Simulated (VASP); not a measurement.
A run of VASP 6.6.1 is set up as follows.

File INCAR:

```
SYSTEM = SiC
  PREC = Accurate
  ENCUT = 520
  EDIFF = 1E-7
  ISMEAR = 0
  SIGMA = 0.01
  LREAL = .False.
  LASPH = .True.
  NELM = 100
  ALGO = Normal
  ISIF = 2
  LWAVE = .False.
  LCHARG = .False.
  GGA = PE
  NBANDS = 16
```

KPOINTS

```
regular mesh
0
Gamma
  12 12 6
  0 0 0
```

POSCAR

```
SiC
1.0
    3.0919365181      0.0000000000      0.0000000000
   -1.5459682590      2.6776955715      0.0000000000
    0.0000000000      0.0000000000      5.0742922873
Si C
2 2
Direct
    0.3333333333      0.6666666667      0.4995817071
    0.6666666667      0.3333333333      0.9995817071
    0.3333333333      0.6666666667      0.8754182929
    0.6666666667      0.3333333333      0.3754182929
```

Potentials or basis: VASP PAW PBE potentials, release 64 (Si, C).

The run is started by

```sh
$ cat potpaw_PBE.64/Si/POTCAR potpaw_PBE.64/C/POTCAR > POTCAR
$ mpirun -np 1 vasp_std > vasp.out
```

Question: Predict the pressure.

Answer: 0.0 GPa.

Question: Estimate the band gap on the k mesh.

Answer: 2.30 eV, indirect (least direct gap 3.94 eV).

A k mesh can miss the band edges. Expect the measured gap to be larger: semilocal functionals such as PBE lack the derivative discontinuity.
